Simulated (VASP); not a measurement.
# CdSe in VASP: notebook

CdSe is run at these levels: PBE+D4, r2SCAN; tasks: single point.

Everything below comes from runs of VASP 6.6.1. Logs are shortened: lines on timing, memory, paths and dates and some standing lists are left out, and cuts for length are marked.

### Step 1. The cell of the first run

The typed cell holds 2 atoms: a = 4.001 Å, b = 4.001 Å, c = 4.001 Å, α = 60.00°, β = 60.00°, γ = 60.00°.

### Step 2. Single point, PBE+D4, non-collinear spin, zero start, spin-orbit coupling (atoms moved at random)

The input, INCAR:

```
SYSTEM = CdSe
PREC     = Accurate       ! precision mode
ENCUT    = 520            ! plane-wave cutoff, eV
EDIFF    = 1E-6           ! SCF threshold, eV
ISMEAR   = 1              ! smearing method
SIGMA    = 0.15           ! smearing width, eV
LREAL    = .FALSE.        ! projectors in reciprocal space
LASPH    = .TRUE.         ! aspherical terms in the spheres
NELM     = 150            ! most SCF steps
ALGO     = Normal         ! electronic algorithm
ISIF     = 2              ! what is computed and relaxed
LWAVE    = .FALSE.        ! write WAVECAR
LCHARG   = .FALSE.        ! write CHGCAR
MAGMOM   = 0 0 0 0 0 0    ! initial moments
LORBIT   = 11             ! projections on sites
LSORBIT  = .TRUE.         ! spin-orbit coupling
GGA_COMPAT= .FALSE.      
LORBMOM  = .TRUE.       
GGA      = PE             ! functional
IVDW     = 13             ! dispersion correction
NBANDS   = 30             ! bands
```

The input, KPOINTS:

```
regular mesh
0
G
  6 6 6
  0 0 0
```

The input, POSCAR:

```
CdSe
1.0
    0.0002367565      2.8291072263      2.8288605663
    2.8290220875      0.0002298242      2.8288674986
    2.8292524788      2.8293445500     -0.0000005671
Cd Se
1 1
Direct
   -0.0031256522     -0.0001245444      0.0008652782
    0.4964626522      0.5002815444      0.5008207218
```

Potentials or basis: VASP PAW PBE potentials, release 64 (Cd, Se).

Run with:

```
cat potpaw_PBE.64/Cd/POTCAR potpaw_PBE.64/Se/POTCAR > POTCAR
mpirun -np 1 vasp_ncl > vasp.out
```

OUTCAR:

```text
SYSTEM = CdSe
   PREC = Accurate
   ENCUT = 520
   EDIFF = 1E-6
   ISMEAR = 1
   LREAL = .FALSE.
   LASPH = .TRUE.
   NELM = 150
   ISIF = 2
   LORBIT = 11
   LSORBIT = .TRUE.
   GGA = PE
   IVDW = 13

 ion  position               nearest neighbor table
   1  0.997  1.000  0.001-   2 2.83   2 2.83   2 2.83   2 2.83   2 2.83   2 2.83
   2  0.496  0.500  0.501-   1 2.83   1 2.83   1 2.83   1 2.83   1 2.83   1 2.83

  LATTYP: Found a base centered monoclinic cell.
 ALAT       =     5.6580378291
 B/A-ratio  =     0.9999453526
 C/A-ratio  =     0.7070599041
 COS(beta)  =    -0.7070368892

  Lattice vectors:

 A1 = (   2.8290220875,   0.0002298242,   2.8288674986)
 A2 = (   2.8290157223,   0.0002373237,  -2.8288611334)
 A3 = (  -2.8287853310,   2.8288774021,  -0.0000069323)

Analysis of symmetry for initial positions (statically):
=====================================================================
 Subroutine PRICEL returns:
 Original cell was already a primitive cell.

 Routine SETGRP: Setting up the symmetry group for a
 base centered monoclinic supercell.

 Subroutine GETGRP returns: Found  2 space group operations
 (whereof  1 operations were pure point group operations)
 out of a pool of  4 trial point group operations.

The static configuration has the point symmetry C_1 .
 The point group associated with its full space group is C_1h.

Analysis of symmetry for dynamics (positions and initial velocities):
=====================================================================
 Subroutine PRICEL returns:
 Original cell was already a primitive cell.

 Routine SETGRP: Setting up the symmetry group for a
 base centered monoclinic supercell.

 Subroutine GETGRP returns: Found  2 space group operations
 (whereof  1 operations were pure point group operations)
 out of a pool of  4 trial point group operations.

The dynamic configuration has the point symmetry C_1 .
 The point group associated with its full space group is C_1h.

Analysis of structural, dynamic, and magnetic symmetry:
=====================================================================
 Subroutine PRICEL returns:
 Original cell was already a primitive cell.

 Routine SETGRP: Setting up the symmetry group for a
 base centered monoclinic supercell.

 Subroutine GETGRP returns: Found  2 space group operations
 (whereof  1 operations were pure point group operations)
 out of a pool of  4 trial point group operations.

The overall configuration has the point symmetry C_1 .
 The point group associated with its full space group is C_1h.

 Subroutine INISYM returns: Found  2 space group operations
 (whereof  1 operations are pure point group operations),
 and found     1 'primitive' translations

----------------------------------------------------------------------------------------

                                     Primitive cell

  volume of cell :      45.2822

  direct lattice vectors                    reciprocal lattice vectors
     0.000236757  2.829107226  2.828860566    -0.176754509  0.176748792  0.176749808
     2.829022087  0.000229824  2.828867499     0.176754111 -0.176748324  0.176748942
     2.829252479  2.829344550 -0.000000567     0.176725325  0.176719140 -0.176749340

  length of vectors
     4.000787405  4.000732102  4.001232332     0.306141775  0.306140775  0.306107537

  position of ions in fractional coordinates (direct lattice)
     0.996874348  0.999875456  0.000865278
     0.496462652  0.500281544  0.500820722

  ion indices of the primitive-cell ions
   primitive index   ion index
                 1           1
                 2           2

----------------------------------------------------------------------------------------

 KPOINTS: regular mesh

Automatic generation of k-mesh.
 Grid dimensions read from file:
 generate k-points for:    6    6    6

 Generating k-lattice:

  Cartesian coordinates                     Fractional coordinates (reciprocal lattice)
    -0.029459085  0.029458132  0.029458301     0.166666667  0.000000000  0.000000000
     0.029459018 -0.029458054  0.029458157     0.000000000  0.166666667  0.000000000
     0.029454221  0.029453190 -0.029458223     0.000000000 -0.000000000  0.166666667

  Length of vectors
     0.051023629  0.051023462  0.051017923

  Shift w.r.t. Gamma in fractional coordinates (k-lattice)
     0.000000000  0.000000000  0.000000000

 Subroutine IBZKPT returns following result:
 ===========================================

 Found    126 irreducible k-points:

 Following reciprocal coordinates:
            Coordinates               Weight
  0.000000  0.000000  0.000000      1.000000
[... 61 lines left out ...]
     AMIX     =   0.40;   BMIX     =  1.00
     AMIX_MAG =   1.60;   BMIX_MAG =  1.00
  volume/ion in A,a.u.               =      22.64       152.79
  Fermi-wavevector in a.u.,A,eV,Ry     =   1.203713  2.274688 19.713827  1.448925
  Thomas-Fermi vector in A             =   2.339459
   LORBIT       =     11    0 simple, 1 ext, 2 COOP (PROOUT), +10 PAW based schemes
   GGA     = PE    functional components
   LHFCALC =     F    Hartree Fock is set to
   AEXX    =    0.0000 exact exchange contribution
   IVDW    =    13    specifies the selected vdW correction
   LEPSILON=     F    determine dielectric tensor
   LRPA    =     F    only Hartree local field effects (RPA)
 Methfessel and Paxton  Order N= 1 SIGMA  =   0.15
  energy-cutoff  :      520.00
  volume of cell :       45.28
 maximum number of plane-waves:      2486
 NGX is ok and might be reduce to    30
   NGX = 15   NGY = 15   NGZ = 15

 number of electron      18.0000000 magnetization       0.0000000      0.0000000      0.0000000

 number of electron      17.9999997 magnetization       0.0000000      0.0000000     -0.0000026

 number of electron      17.9999997 magnetization      -0.0000000     -0.0000000      0.0000011

 Free energy of the ion-electron system (eV)
  ---------------------------------------------------
  ext. energy  EPLUGINS =         0.00000000
  ---------------------------------------------------
  free energy    TOTEN  =        -5.22725465 eV

  energy without entropy =       -5.22877739  energy(sigma->0) =       -5.22776223

 E-fermi :   2.7322     XC(G=0): -10.2265

 val. band max:        2.6538107032   @ k =  -0.1667  -0.1667  -0.3333
 cond. band min:       2.7638888628   @ k =   0.5000   0.0000   0.0000
 fundamental gap:      0.1100781596
 Fermi energy:         2.7322014919

 k-point     1 :       0.0000    0.0000    0.0000
  band No.  band energies     occupation
      1     -10.4900      1.00000
      2     -10.4900      1.00000
      3      -5.7201      1.00000
      4      -5.7201      1.00000
      5      -5.7200      1.00000
      6      -5.7200      1.00000
[... 781 lines left out ...]
     29      14.5104      0.00000
     30      14.5107      0.00000

 [... further k-points ...]

------------------------ aborting loop because EDIFF is reached ----------------------------------------

  DFT-D4 for vdW energy calculation

  Edisp (eV):   -0.81700

  FORCE on cell =-STRESS in cart. coord.  units (eV):
  Direction    XX          YY          ZZ          XY          YZ          ZX
  --------------------------------------------------------------------------------------
  -------------------------------------------------------------------------------------
  Total       0.11904     0.11823     0.12021    -0.00106    -0.00000     0.00000
  in kB       4.21172     4.18334     4.25334    -0.03733    -0.00001     0.00001
  external pressure =        4.22 kB  Pullay stress =        0.00 kB

 VOLUME and BASIS-vectors are now :
 -----------------------------------------------------------------------------
  energy-cutoff  :      520.00
  volume of cell :       45.28
      direct lattice vectors                 reciprocal lattice vectors
     0.000236757  2.829107226  2.828860566    -0.176754509  0.176748792  0.176749808
     2.829022087  0.000229824  2.828867499     0.176754111 -0.176748324  0.176748942
     2.829252479  2.829344550 -0.000000567     0.176725325  0.176719140 -0.176749340

 POSITION                                       TOTAL-FORCE (eV/Angst)
 -----------------------------------------------------------------------------------
      2.83135      2.82294      5.64853         0.001890     -0.002455      0.000000
      2.83237      2.82166      2.81965        -0.001890      0.002455     -0.000000
 -----------------------------------------------------------------------------------
    total drift:                                0.000130     -0.000265      0.004997

  FREE ENERGIE OF THE ION-ELECTRON SYSTEM (eV)
  ---------------------------------------------------
  free  energy   TOTEN  =        -6.0442525020 eV

  energy  without entropy=       -6.0457752447  energy(sigma->0) =       -6.04476008

 orbital moment (x)

 # of ion     p       d       tot
 ----------------------------------------
  1         0.000   0.000   0.000
  2         0.000  -0.000  -0.000
 ----------------------------------------
            0.000  -0.000  -0.000

 orbital moment (y)

 # of ion     p       d       tot
 ----------------------------------------
  1        -0.000  -0.000  -0.000
  2        -0.000   0.000   0.000
 ----------------------------------------
           -0.000   0.000   0.000

 orbital moment (z)

 # of ion     p       d       tot
 ----------------------------------------
  1        -0.000  -0.000  -0.000
  2        -0.000   0.000  -0.000
 ----------------------------------------
           -0.000  -0.000  -0.000

 Spin-Orbit-Coupling matrix elements

 Ion:    1  E_soc:     -0.0538367
 l=   1
     0.0000000    -0.0021960    -0.0021958
    -0.0021960     0.0000000    -0.0021961
    -0.0021958    -0.0021961     0.0000000
 l=   2
     0.0000000    -0.0013803     0.0000000    -0.0013803    -0.0053965
    -0.0013803     0.0000000    -0.0040474    -0.0013803    -0.0013491
     0.0000000    -0.0040474     0.0000000    -0.0040474     0.0000000
    -0.0013803    -0.0013803    -0.0040474     0.0000000    -0.0013491
    -0.0053965    -0.0013491     0.0000000    -0.0013491     0.0000000
 l=   3
     0.0000000     0.0000000     0.0000000     0.0000000     0.0000000     0.0000000     0.0000000
     0.0000000     0.0000000     0.0000000     0.0000000     0.0000000     0.0000000     0.0000000
     0.0000000     0.0000000     0.0000000     0.0000000     0.0000000     0.0000000     0.0000000
     0.0000000     0.0000000     0.0000000     0.0000000     0.0000000     0.0000000     0.0000000
     0.0000000     0.0000000     0.0000000     0.0000000     0.0000000     0.0000000     0.0000000
     0.0000000     0.0000000     0.0000000     0.0000000     0.0000000     0.0000000     0.0000000
     0.0000000     0.0000000     0.0000000     0.0000000     0.0000000     0.0000000     0.0000000

 Ion:    2  E_soc:     -0.0441216
 l=   1
     0.0000000    -0.0073477    -0.0073480
    -0.0073477     0.0000000    -0.0073474
    -0.0073480    -0.0073474     0.0000000
 l=   2
     0.0000000    -0.0000004     0.0000000    -0.0000004    -0.0000055
    -0.0000004     0.0000000    -0.0000041    -0.0000004    -0.0000014
     0.0000000    -0.0000041     0.0000000    -0.0000041     0.0000000
    -0.0000004    -0.0000004    -0.0000041     0.0000000    -0.0000014
    -0.0000055    -0.0000014     0.0000000    -0.0000014     0.0000000
 l=   3
     0.0000000     0.0000000     0.0000000     0.0000000     0.0000000     0.0000000     0.0000000
     0.0000000     0.0000000     0.0000000     0.0000000     0.0000000     0.0000000     0.0000000
     0.0000000     0.0000000     0.0000000     0.0000000     0.0000000     0.0000000     0.0000000
     0.0000000     0.0000000     0.0000000     0.0000000     0.0000000     0.0000000     0.0000000
     0.0000000     0.0000000     0.0000000     0.0000000     0.0000000     0.0000000     0.0000000
     0.0000000     0.0000000     0.0000000     0.0000000     0.0000000     0.0000000     0.0000000
     0.0000000     0.0000000     0.0000000     0.0000000     0.0000000     0.0000000     0.0000000

 total charge

# of ion       s       p       d       tot
------------------------------------------
    1        0.409   0.250   9.570  10.229
    2        1.460   2.366   0.021   3.848
--------------------------------------------------
tot          1.869   2.617   9.591  14.077

 magnetization (x)

# of ion       s       p       d       tot
------------------------------------------
    1        0.000   0.000   0.000   0.000
    2       -0.000  -0.000   0.000  -0.000
--------------------------------------------------
tot          0.000  -0.000   0.000   0.000

 magnetization (y)

# of ion       s       p       d       tot
------------------------------------------
    1       -0.000  -0.000  -0.000  -0.000
    2        0.000   0.000  -0.000   0.000
--------------------------------------------------
tot         -0.000   0.000  -0.000  -0.000

 magnetization (z)

# of ion       s       p       d       tot
------------------------------------------
    1        0.000   0.000   0.000   0.000
    2       -0.000  -0.000   0.000  -0.000
--------------------------------------------------
tot          0.000  -0.000   0.000   0.000
```

Wall time 6.1 min (1 thread of Intel Xeon Platinum 8259CL at 2.50GHz (Skylake/Cascade Lake), shared host); peak memory 0.44 GiB.

Results:

```
Free energy                                           : -6.0443 eV
Pressure                                              : 0.4 GPa
Largest force                                         : 0.003 eV/Å
Net moment                                            : 0.00 μB per cell
Valence electrons inside the program's atomic spheres : Cd 10.23; Se 3.85
Dispersion energy per atom                            : -0.408 eV
```

Forces on the atoms (eV/Å):
```
Cd   0.002 -0.002  0.000
Se  -0.002  0.002  0.000
```

Moments on the atoms (μB; x, y, z):
```
Cd  0.00 0.00 0.00
Se  0.00 0.00 0.00
```

Caveat: the cell differs from its parent crystal (atoms moved at random).

### Step 3. Single point, r2SCAN (volume scaled by 0.94)

The input, POSCAR:

```
CdSe
1.0
    0.0000000000      2.8152893338      2.8152893338
    2.8152893338      0.0000000000      2.8152893338
    2.8152893338      2.8152893338      0.0000000000
Cd Se
1 1
Direct
    0.0000000000      0.0000000000      0.0000000000
    0.5000000000      0.5000000000      0.5000000000
```

The input, INCAR.step1:

```
ALGO = Normal
EDIFF = 1E-5
ENCUT = 550
GGA = PE
GGA_COMPAT = F
ISMEAR = -1
LASPH = T
LCHARG = F
LREAL = F
LWAVE = T
NBANDS = 16
NELM = 120
PREC = Accurate
SIGMA = 0.05
```

The input, INCAR.step2:

```
ALGO = Normal
EDIFF = 1E-6
ENCUT = 550
GGA_COMPAT = F
ISIF = 2
ISMEAR = -1
ISTART = 1
LASPH = T
LCHARG = F
LMIXTAU = T
LREAL = F
LWAVE = F
METAGGA = R2SCAN
NBANDS = 16
NELM = 120
PREC = Accurate
SIGMA = 0.05
```

The input, KPOINTS:

```
k-points
0
Gamma
  8 8 8
```

Potentials or basis: VASP PAW PBE potentials, release 64 (Cd, Se).

Run with:

```
cat potpaw_PBE.64/Cd/POTCAR potpaw_PBE.64/Se/POTCAR > POTCAR
cp INCAR.step1 INCAR
mpirun -np 1 vasp_std > vasp.out
cp INCAR.step2 INCAR
mpirun -np 1 vasp_std > vasp.out
```

Run time: 3 min. Hardware: 1 thread of Intel Xeon 8259CL, shared host; peak memory 0.18 GiB.

The run converged. Its results:

- Free energy: -35.6919 eV
- Pressure: 2.6 GPa

Levels at points of the mesh, in eV from the Fermi level:
```
           k point  band 7  band 8  band 9  band 10  band 11  band 12
(0.00, 0.00, 0.00)   -0.82   -0.82   -0.82     0.87     9.11     9.11
(0.50, 0.00, 0.00)   -5.36   -0.15   -0.15     3.46     5.70     5.70
(0.50, 0.50, 0.00)   -4.62   -2.40   -2.40    -0.10     5.71    10.90
```

Caveat: the PAW data sets were made with another functional, which shifts forces and pressure a little.

### Step 4. Single point, r2SCAN (volume scaled by 0.96)

The input, POSCAR:

```
CdSe
1.0
    0.0000000000      2.8351159683      2.8351159683
    2.8351159683      0.0000000000      2.8351159683
    2.8351159683      2.8351159683      0.0000000000
Cd Se
1 1
Direct
    0.0000000000      0.0000000000      0.0000000000
    0.5000000000      0.5000000000      0.5000000000
```

The input, INCAR.step1:

```
PREC = Accurate ; ENCUT = 550
ISMEAR = -1 ; SIGMA = 0.05
LREAL = F ; LASPH = T
NELM = 120 ; NBANDS = 16
GGA = PE ; ALGO = Normal
EDIFF = 1E-5 ; LWAVE = T
LCHARG = F ; GGA_COMPAT = F
```

The input, INCAR.step2:

```
PREC = Accurate ; ENCUT = 550
EDIFF = 1E-6 ; ISMEAR = -1
SIGMA = 0.05 ; LREAL = F
LASPH = T ; NELM = 120
ALGO = Normal ; ISIF = 2
LWAVE = F ; LCHARG = T
METAGGA = R2SCAN ; LMIXTAU = T
LELF = T ; LVHAR = T
NBANDS = 16 ; ISTART = 1
GGA_COMPAT = F
```

The input, KPOINTS:

```
regular mesh
0
Gamma
  8 8 8
```

Run with:

```
cat potpaw_PBE.64/Cd/POTCAR potpaw_PBE.64/Se/POTCAR > POTCAR
cp INCAR.step1 INCAR
mpirun -np 1 vasp_std > vasp.out
cp INCAR.step2 INCAR
mpirun -np 1 vasp_std > vasp.out
```

Wall time 2.2 min (1 thread of Intel Xeon 8259CL, shared host); peak memory 0.2 GiB.

Results (log left out):

```yaml
Free_energy: -35.7025 eV
Pressure: 0.9 GPa
```

Levels at points of the mesh, in eV from the Fermi level:
```csv
k point,band 7,band 8,band 9,band 10,band 11,band 12
"(0.00, 0.00, 0.00)",-0.78,-0.78,-0.78,0.77,9.10,9.10
"(0.50, 0.00, 0.00)",-5.25,-0.15,-0.15,3.47,5.71,5.71
"(0.50, 0.50, 0.00)",-4.48,-2.32,-2.32,-0.10,5.74,10.74
```

Caveat: the PAW data sets were made with another functional, which shifts forces and pressure a little.

### Step 5. The runs side by side

| level | spin | cell | k mesh | cutoff (eV) | smearing | pressure (GPa) |
| --- | --- | --- | --- | --- | --- | --- |
| PBE+D4 | non-collinear, zero start, SOC | a = 4.001 Å, angles 60.0°, 2 atoms | 6 × 6 × 6 | 520 | methfessel-paxton 0.15 eV | 0.4 |
| r2SCAN | off | a = 3.981 Å, angles 60.0°, 2 atoms | 8 × 8 × 8 | 550 | fermi-dirac 0.05 eV | 2.6 |
| r2SCAN | off | a = 4.009 Å, angles 60.0°, 2 atoms | 8 × 8 × 8 | 550 | fermi-dirac 0.05 eV | 0.9 |

Alike in all rows: task single point; potentials or basis VASP PAW PBE potentials, release 64 (Cd, Se).

Caveats: the PAW data sets were made with another functional, which shifts forces and pressure a little (some runs).

Total energies depend on the potentials used, so only differences within one code and one set of settings carry meaning.
